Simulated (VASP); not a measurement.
Wanted: the native input for a VASP 6.6.1 run.

* Task: single point
* Functional: LDA
* Potentials or basis: VASP PAW LDA potentials, release 64 (Hf_pv, B)
* Cutoff: 520 eV
* k mesh: 10 × 10 × 10
* Occupations: fermi-dirac, width 0.05 eV
* Spin: no spin polarisation
* Dipole correction: no
* Further INCAR settings: ALGO = Normal; EDIFF = 1e-06; NBANDS = 14

The structure of HfB lies in POSCAR:

```
HfB
1.0
    0.0000000000      2.3553056198      2.3553056198
    2.3553056198      0.0000000000      2.3553056198
    2.3553056198      2.3553056198      0.0000000000
Hf B
1 1
Direct
    0.5000000000      0.5000000000      0.5000000000
    0.0000000000      0.0000000000      0.0000000000
```

The input as run:

INCAR

```
SYSTEM = HfB
PREC = Accurate ; ENCUT = 520
EDIFF = 1E-6 ; ISMEAR = -1
SIGMA = 0.05 ; LREAL = .False.
LASPH = .True. ; NELM = 80
ALGO = Normal ; ISIF = 2
LWAVE = .False. ; LCHARG = .False.
GGA = CA ; NBANDS = 14
```

KPOINTS

```
Automatic mesh
0
Gamma
  10 10 10
  0 0 0
```

Potentials or basis: VASP PAW LDA potentials, release 64 (Hf_pv, B).

The run is started by

```console
$ cat potpaw_LDA.64/Hf_pv/POTCAR potpaw_LDA.64/B/POTCAR > POTCAR
$ mpirun -np 1 vasp_std > vasp.out
```

Results of the run:

```json
{
 "Pressure": "5.8 GPa"
}
```

Wall time 9.4 s on 1 thread of Intel(R) Xeon(R) 6975P-C (Granite Rapids) (shared host), peak memory 0.15 GiB.
